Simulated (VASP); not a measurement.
Set up this calculation in VASP 6.6.1, as the native input.

| Item | Value |
| --- | --- |
| Task | single point |
| Functional | LDA |
| Potentials or basis | VASP PAW LDA potentials, release 64 (In_d) |
| Cutoff | 520 eV |
| k mesh | 18 × 18 × 18 |
| Occupations | fermi-dirac, width 0.05 eV |
| Spin | no spin polarisation |
| Dipole correction | no |
| Further INCAR settings | ALGO = Normal; EDIFF = 1e-06; NBANDS = 12 |

The structure of In lies in POSCAR:

```
In
1.0
   -1.4650039104      1.4650039104      1.4650039104
    1.4650039104     -1.4650039104      1.4650039104
    1.4650039104      1.4650039104     -1.4650039104
In
1
Direct
    0.0000000000      0.0000000000      0.0000000000
```

This isn't the form of In at room conditions, which is tetragonal.

These files were run (other wordings do the same):

INCAR

```
SYSTEM = In
PREC = Accurate
ENCUT = 520
EDIFF = 1E-6
ISMEAR = -1
SIGMA = 0.05
LREAL = .FALSE.
LASPH = .TRUE.
NELM = 80
ALGO = Normal
ISIF = 2
LWAVE = .FALSE.
LCHARG = .FALSE.
GGA = CA
NBANDS = 12
```

KPOINTS

```
regular mesh
0
G
  18 18 18
  0 0 0
```

Potentials or basis: VASP PAW LDA potentials, release 64 (In_d).

Command:

```sh
$ cat potpaw_LDA.64/In_d/POTCAR > POTCAR
$ mpirun -np 1 vasp_std > vasp.out
```

Results of the run:

```json
{"Pressure": "192.1 GPa", "Band gap on the k mesh": "zero (an odd number of electrons rules out a gap without spin polarisation)"}
```

Caveat: the cell stands under pressure; spin-orbit coupling is left out, which moves the levels of the heavy elements.

Run time: 9.8 s on 1 thread of Intel(R) Xeon(R) 6975P-C (Granite Rapids), on a shared host, peak memory 0.14 GiB.
